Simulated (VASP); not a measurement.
# Al in VASP: a series of runs

Runs on Al. Level: LDA. Tasks: single point, relaxation of the atoms.

Program: VASP 6.6.1. These are calculated values, not measurements. Logs are shortened: lines on timing, memory, paths and dates and some standing lists are left out, and cuts for length are marked.

## Step 1: The cell of the first run

The cell holds a slab with vacuum, 3 atoms: a = 2.817 Å, b = 2.817 Å, c = 18.600 Å, α = 90.00°, β = 90.00°, γ = 120.00°.

## Step 2: Single point, LDA

INCAR reads:

```
PREC = Accurate
ENCUT = 520
EDIFF = 1E-6
ISMEAR = 0
SIGMA = 0.1
LREAL = False
LASPH = True
NELM = 60
ALGO = Normal
ISIF = 2
LWAVE = False
LCHARG = False
LDIPOL = True
IDIPOL = 3
DIPOL = 0.5 0.5 0.498
NBANDS = 12
```

KPOINTS reads:

```
regular mesh
0
Gamma
  12 12 1
```

POSCAR reads:

```
Al
1.0
    2.8171865510      0.0000000000      0.0000000000
   -1.4085932755      2.4397551204      0.0000000000
    0.0000000000      0.0000000000     18.6004463734
Al
3
Direct
    0.6666666667      0.3333333333      0.3763350545
    0.3333333333      0.6666666667      0.4981738119
    0.0000000000      0.0000000000      0.6199865035
```

Potentials or basis: VASP PAW LDA potentials, release 64 (Al).

Launch:

```console
cat potpaw_LDA.64/Al/POTCAR > POTCAR
mpirun -np 1 vasp_std > vasp.out
```

OUTCAR:

```text
PREC = Accurate
   ENCUT = 520
   EDIFF = 1E-6
   ISMEAR = 0
   LREAL = False
   LASPH = True
   NELM = 60
   ISIF = 2

 ion  position               nearest neighbor table
   1  0.667  0.333  0.376-   2 2.79   2 2.79   2 2.79
   2  0.333  0.667  0.498-   3 2.79   3 2.79   3 2.79   1 2.79   1 2.79   1 2.79
   3  0.000  0.000  0.620-   2 2.79   2 2.79   2 2.79

  LATTYP: Found a hexagonal cell.
 ALAT       =     2.8171865510
 C/A-ratio  =     6.6024901215

  Lattice vectors:

 A1 = (   2.8171865510,   0.0000000000,   0.0000000000)
 A2 = (  -1.4085932755,   2.4397551204,   0.0000000000)
 A3 = (   0.0000000000,   0.0000000000,  18.6004463734)

Analysis of symmetry for initial positions (statically):
=====================================================================
 Subroutine PRICEL returns:
 Original cell was already a primitive cell.

 Routine SETGRP: Setting up the symmetry group for a
 hexagonal supercell.

 Subroutine GETGRP returns: Found  6 space group operations
 (whereof  6 operations were pure point group operations)
 out of a pool of 24 trial point group operations.

The static configuration has the point symmetry C_3v.

Analysis of symmetry for dynamics (positions and initial velocities):
=====================================================================
 Subroutine PRICEL returns:
 Original cell was already a primitive cell.

 Routine SETGRP: Setting up the symmetry group for a
 hexagonal supercell.

 Subroutine GETGRP returns: Found  6 space group operations
 (whereof  6 operations were pure point group operations)
 out of a pool of 24 trial point group operations.

The dynamic configuration has the point symmetry C_3v.

 Subroutine INISYM returns: Found  6 space group operations
 (whereof  6 operations are pure point group operations),
 and found     1 'primitive' translations

----------------------------------------------------------------------------------------

                                     Primitive cell

  volume of cell :     127.8454

  direct lattice vectors                    reciprocal lattice vectors
     2.817186551  0.000000000  0.000000000     0.354964069  0.204938601  0.000000000
    -1.408593275  2.439755120  0.000000000     0.000000000  0.409877201  0.000000000
     0.000000000  0.000000000 18.600446373     0.000000000  0.000000000  0.053762151

  length of vectors
     2.817186551  2.817186551 18.600446373     0.409877201  0.409877201  0.053762151

  position of ions in fractional coordinates (direct lattice)
     0.666666667  0.333333333  0.376335054
     0.333333333  0.666666667  0.498173812
     0.000000000  0.000000000  0.619986504

  ion indices of the primitive-cell ions
   primitive index   ion index
                 1           1
                 2           2
                 3           3

----------------------------------------------------------------------------------------

 KPOINTS: regular mesh

Automatic generation of k-mesh.
 Grid dimensions read from file:
 generate k-points for:   12   12    1

 Generating k-lattice:

  Cartesian coordinates                     Fractional coordinates (reciprocal lattice)
     0.029580339  0.017078217  0.000000000     0.083333333 -0.000000000  0.000000000
     0.000000000  0.034156433  0.000000000     0.000000000  0.083333333  0.000000000
     0.000000000  0.000000000  0.053762151     0.000000000  0.000000000  1.000000000

  Length of vectors
     0.034156433  0.034156433  0.053762151

  Shift w.r.t. Gamma in fractional coordinates (k-lattice)
     0.000000000  0.000000000  0.000000000

 Subroutine IBZKPT returns following result:
 ===========================================

 Found     19 irreducible k-points:

 Following reciprocal coordinates:
            Coordinates               Weight
  0.000000  0.000000  0.000000      1.000000
  0.083333  0.000000  0.000000      6.000000
  0.166667  0.000000  0.000000      6.000000
  0.250000  0.000000  0.000000      6.000000
  0.333333  0.000000  0.000000      6.000000
  0.416667  0.000000  0.000000      6.000000
[... 11 lines left out ...]
  0.333333  0.250000  0.000000     12.000000
  0.333333  0.333333  0.000000      2.000000
   k-points           NKPTS =     19   k-points in BZ     NKDIM =     19   number of bands    NBANDS=     12
   number of dos      NEDOS =    301   number of ions     NIONS =      3
   total plane-waves  NPLWV =  80640
   dimension x,y,z NGX =    24 NGY =   24 NGZ =  140
   dimension x,y,z NGXF=    48 NGYF=   48 NGZF=  280
   ions per type =               3
   NGX,Y,Z   is equivalent  to a cutoff of  14.16, 14.16, 12.51 a.u.
   NGXF,Y,Z  is equivalent  to a cutoff of  28.33, 28.33, 25.03 a.u.
 SYSTEM =  unknown system
   PREC   = accura    normal or accurate (medium, high low for compatibility)
   ISTART =      0    job   : 0-new  1-cont  2-samecut
   ICHARG =      2    charge: 1-file 2-atom 10-const
   ISPIN  =      1    spin polarized calculation?
   LNONCOLLINEAR =      F non collinear calculations
   LSORBIT =      F    spin-orbit coupling
   LASPH  =      T    aspherical Exc in radial PAW
   ENCUT  =  520.0 eV  38.22 Ry    6.18 a.u.   5.24  5.24 34.58*2*pi/ulx,y,z
   NELM   =     60;   NELMIN=  2; NELMDL= -5     # of ELM steps
   EDIFF  = 0.1E-05   stopping-criterion for ELM
   LREAL  =      F    real-space projection
   EDIFFG = 0.1E-04   stopping-criterion for IOM
   NSW    =      0    number of steps for IOM
   IBRION =     -1    ionic relax: 0-MD 1-quasi-New 2-CG
   NFREE  =      0    steps in history (QN), initial steepest desc. (CG)
   ISIF   =      2    stress and relaxation
   ISYM   =      2    0-nonsym 1-usesym 2-fastsym
   POTIM  = 0.5000    time-step for ionic-motion
   TEBEG  =    0.0;   TEEND  =   0.0 temperature during run
   PSTRESS=    0.0 pullay stress
   NELECT =       9.0000    total number of electrons
   NUPDOWN=      -1.0000    fix difference up-down
   EMIN   =  10.00;   EMAX   =-10.00  energy-range for DOS
   EFERMI =   0.00;   METHOD = LEGACY
   ISMEAR =     0;   SIGMA  =   0.10  broadening in eV -4-tet -1-fermi 0-gaus
   EFERMI_NEDOS =   21; number of points for ismear=-14 and -15
   IALGO  =     38    algorithm
   IMIX   =      4    mixing-type and parameters
     AMIX     =   0.40;   BMIX     =  1.00
     AMIX_MAG =   1.60;   BMIX_MAG =  1.00
  volume/ion in A,a.u.               =      42.62       287.58
  Fermi-wavevector in a.u.,A,eV,Ry     =   0.675970  1.277398  6.216980  0.456935
  Thomas-Fermi vector in A             =   1.753144
   LORBIT       =      0    0 simple, 1 ext, 2 COOP (PROOUT), +10 PAW based schemes
   GGA     = CA    functional components
   LHFCALC =     F    Hartree Fock is set to
   AEXX    =    0.0000 exact exchange contribution
   IVDW    =     0    specifies the selected vdW correction
   LEPSILON=     F    determine dielectric tensor
   LRPA    =     F    only Hartree local field effects (RPA)
 non-spin polarized calculation
 Gauss-broadening in eV      SIGMA  =   0.10
  energy-cutoff  :      520.00
  volume of cell :      127.85
 maximum number of plane-waves:      3465
 NGX is ok and might be reduce to    24
   NGX = 11   NGY = 11   NGZ = 69

 dipolmoment           0.000000      0.000000     -0.000001 electrons x Angstroem

 number of electron       9.0000000 magnetization

 dipolmoment           0.000000      0.000000      0.000019 electrons x Angstroem

 Free energy of the ion-electron system (eV)
  ---------------------------------------------------
  ext. energy  EPLUGINS =         0.00000000
  ---------------------------------------------------
  free energy    TOTEN  =       -11.75149918 eV

  energy without entropy =      -11.74425686  energy(sigma->0) =      -11.74787802

 E-fermi :   0.5799     XC(G=0):  -4.8752

 val. band max:        0.5660254582   @ k =   0.3333   0.2500   0.0000
 cond. band min:       0.6365800747   @ k =   0.4167   0.1667   0.0000
 fundamental gap:      0.0705546165
 Fermi energy:         0.5799453058

 k-point     1 :       0.0000    0.0000    0.0000
  band No.  band energies     occupation
      1     -10.2666      2.00000
      2      -8.5048      2.00000
      3      -5.7229      2.00000
      4      -2.5950      2.00000
      5       0.9956      0.00000
      6       3.5176      0.00000
      7       4.3943      0.00000
      8       5.9842      0.00000
      9       6.0305      0.00000
     10       9.1239      0.00000
     11       9.2339      0.00000
     12      11.9877      0.00000

 k-point     2 :       0.0833    0.0000    0.0000
  band No.  band energies     occupation
      1     -10.0950      2.00000
      2      -8.3347      2.00000
      3      -5.5533      2.00000
      4      -2.4336      2.00000
      5       1.1567      0.00000
      6       3.6827      0.00000
      7       4.5661      0.00000
      8       6.1507      0.00000
      9       6.1885      0.00000
     10       9.0959      0.00000
     11       9.3325      0.00000
     12       9.5282      0.00000

 k-point     3 :       0.1667    0.0000    0.0000
  band No.  band energies     occupation
      1      -9.5816      2.00000
      2      -7.8257      2.00000
      3      -5.0468      2.00000
      4      -1.9502      2.00000
      5       1.6302      0.00000
      6       4.1552      0.00000
      7       5.0712      0.00000
      8       6.0568      0.00000
      9       6.6586      0.00000
     10       6.8341      0.00000
     11       7.6820      0.00000
     12       9.0931      0.00000

 k-point     4 :       0.2500    0.0000    0.0000
  band No.  band energies     occupation
      1      -8.7305      2.00000
      2      -6.9822      2.00000
      3      -4.2107      2.00000
      4      -1.1483      2.00000
      5       2.2567      0.00000
      6       3.2659      0.00000
      7       4.7455      0.00000
      8       5.1164      0.00000
      9       5.9584      0.00000
     10       7.1775      0.00000
     11       7.5269      0.00000
     12       7.6568      0.00000

 k-point     5 :       0.3333    0.0000    0.0000
  band No.  band energies     occupation
      1      -7.5482      2.00000
      2      -5.8118      2.00000
      3      -3.0657      2.00000
      4      -0.1199      2.00000
      5       0.4556      1.92145
      6       2.0315      0.00000
      7       3.7211      0.00000
      8       4.6769      0.00000
      9       6.2522      0.00000
     10       7.1495      0.00000
     11       7.3520      0.00000
     12       7.6411      0.00000
[... 153 lines left out ...]
      1      -3.7763      2.00000
      2      -3.7146      2.00000
      3      -2.3376      2.00000
      4      -1.7330      2.00000
      5       0.6366      0.42317
      6       0.7476      0.01774
      7       2.2932      0.00000
      8       3.6264      0.00000
      9       3.7302      0.00000
     10       4.0260      0.00000
     11       6.5491      0.00000
     12       7.2627      0.00000

 k-point    17 :       0.2500    0.2500    0.0000
  band No.  band energies     occupation
      1      -5.7122      2.00000
      2      -4.0003      2.00000
      3      -1.3826      2.00000
      4       0.0314      2.00000
      5       0.3491      1.99891
      6       1.5150      0.00000
      7       1.8764      0.00000
      8       2.2679      0.00000
      9       4.5645      0.00000
     10       4.8911      0.00000
     11       5.5486      0.00000
     12       7.4956      0.00000

 k-point    18 :       0.3333    0.2500    0.0000
  band No.  band energies     occupation
      1      -4.0689      2.00000
      2      -2.4115      2.00000
      3      -2.1434      2.00000
      4      -0.4802      2.00000
      5      -0.3279      2.00000
      6       0.5660      1.15606
      7       1.7204      0.00000
      8       2.6275      0.00000
      9       3.4289      0.00000
     10       4.4221      0.00000
     11       5.2905      0.00000
     12       6.8209      0.00000

 k-point    19 :       0.3333    0.3333    0.0000
  band No.  band energies     occupation
      1      -2.3273      2.00000
      2      -2.3272      2.00000
      3      -2.2301      2.00000
      4      -1.1570      2.00000
      5      -0.3213      2.00000
      6      -0.3211      2.00000
      7       2.2896      0.00000
      8       2.2897      0.00000
      9       2.6775      0.00000
     10       5.1203      0.00000
     11       5.1204      0.00000
     12       5.2035      0.00000

------------------------ aborting loop because EDIFF is reached ----------------------------------------

 vacuum level on the upper side and lower side of the slab       (xc-potential included)        -0.123        -0.121

  FORCE on cell =-STRESS in cart. coord.  units (eV):
  Direction    XX          YY          ZZ          XY          YZ          ZX
  --------------------------------------------------------------------------------------
  -------------------------------------------------------------------------------------
  Total       -0.6771367     -0.6771367      0.0042759      0.0000000      0.0000000     -0.0000000
  in kB       -8.4859746     -8.4859746      0.0535859      0.0000000      0.0000000     -0.0000000
  external PRESSURE =      -5.6394544 kB  Pullay stress =       0.0000000 kB

 VOLUME and BASIS-vectors are now :
 -----------------------------------------------------------------------------
  energy-cutoff  :      520.00
  volume of cell :      127.85
      direct lattice vectors                 reciprocal lattice vectors
     2.817186551  0.000000000  0.000000000     0.354964069  0.204938601  0.000000000
    -1.408593275  2.439755120  0.000000000     0.000000000  0.409877201  0.000000000
     0.000000000  0.000000000 18.600446373     0.000000000  0.000000000  0.053762151

 POSITION                                       TOTAL-FORCE (eV/Angst)
 -----------------------------------------------------------------------------------
      1.40859      0.81325      7.00000        -0.000000      0.000000     -0.000474
     -0.00000      1.62650      9.26626         0.000000      0.000000     -0.001512
      0.00000      0.00000     11.53203        -0.000000     -0.000000      0.001986
 -----------------------------------------------------------------------------------
    total drift:                               -0.000000      0.000000      0.000012

  FREE ENERGIE OF THE ION-ELECTRON SYSTEM (eV)
  ---------------------------------------------------
  free  energy   TOTEN  =       -11.7514991797 eV

  energy  without entropy=      -11.7442568577  energy(sigma->0) =      -11.74787802

 vacuum level on the upper side and lower side of the slab         4.526         4.532
```

Wall time 83 s (1 thread of AMD EPYC 7R13, shared host); peak memory 0.17 GiB.

Results:

| Quantity | Value |
| --- | --- |
| Free energy | -11.7515 eV |
| Band gap on the k mesh | zero (an odd number of electrons rules out a gap without spin polarisation) |

## Step 3: Relaxation of the atoms, LDA

INCAR reads:

```
PREC     = Accurate       # precision mode
ENCUT    = 520            # plane-wave cutoff, eV
EDIFF    = 1E-6           # SCF threshold, eV
ISMEAR   = 0              # smearing method
SIGMA    = 0.1            # smearing width, eV
LREAL    = F              # projectors in reciprocal space
LASPH    = T              # aspherical terms in the spheres
NELM     = 80             # most SCF steps
ALGO     = Normal         # electronic algorithm
ISIF     = 2              # what is computed and relaxed
LWAVE    = F              # write WAVECAR
LCHARG   = F              # write CHGCAR
LDIPOL   = T            
IDIPOL   = 3            
DIPOL    = 0.5 0.5 0.500
GGA      = CA             # functional
IBRION   = 2              # ionic algorithm
NSW      = 70             # ionic steps
EDIFFG   = -0.03          # ionic threshold
```

KPOINTS reads:

```
Automatic mesh
0
Gamma
  12 12 1
```

POSCAR reads:

```
Al
1.0
    2.8171865510      0.0000000000      0.0000000000
   -1.4085932755      2.4397551204      0.0000000000
    0.0000000000      0.0000000000     18.6004463734
Al
3
Selective dynamics
Direct
    0.6666666667      0.3333333333      0.3763350545  F F F
    0.3333333333      0.6666666667      0.5000000000  T T T
    0.0000000000      0.0000000000      0.6236649455  T T T
```

Potentials or basis: VASP PAW LDA potentials, release 64 (Al).

Launch:

```console
cat potpaw_LDA.64/Al/POTCAR > POTCAR
mpirun -np 1 vasp_std > vasp.out
```

Run time: 3.3 min. Hardware: 1 thread of AMD EPYC 7R13, shared host; peak memory 0.17 GiB.

It converged, with:

```yaml
Free_energy: -11.7515 eV
Energy_gained_by_relaxing: 1.4 meV/atom
Ionic_steps: 8
Band_gap_on_the_k_mesh: zero (an odd number of electrons rules out a gap without spin polarisation)
```

The path:
| step | energy change (eV) | largest force on free atoms (eV/Å) | pressure (GPa) |
| --- | --- | --- | --- |
| 1 | 0.0000 | 0.1151 | -0.87 |
| 2 | -0.0006 | 0.0995 | -0.84 |
| 3 | -0.0018 | 0.0648 | -0.77 |
| 4 | -0.0016 | 0.1701 | -0.62 |
| 5 | -0.0022 | 0.1099 | -0.71 |
| 6 | -0.0029 | 0.0903 | -0.68 |
| 7 | -0.0040 | 0.0308 | -0.60 |
| 8 | -0.0042 | 0.0050 | -0.56 |

Final structure:
```
CELL_PARAMETERS angstrom
2.81719 0.00000 0.00000
-1.40859 2.43976 0.00000
0.00000 0.00000 18.60045
ATOMIC_POSITIONS crystal
Al 0.66667 0.33333 0.37634
Al 0.33333 0.66667 0.49815
Al 0.00000 0.00000 0.61992
```

Levels at points of the mesh, in eV from the Fermi level:
```
           k point  band 1  band 2  band 3  band 4  band 5  band 6  band 7  band 8
(0.00, 0.00, 0.00)  -10.85   -9.09   -6.30   -3.17    0.42    2.94    3.86    5.44
(0.50, 0.00, 0.00)   -4.84   -4.79   -3.39   -2.81   -0.38   -0.15    2.62    2.66
```
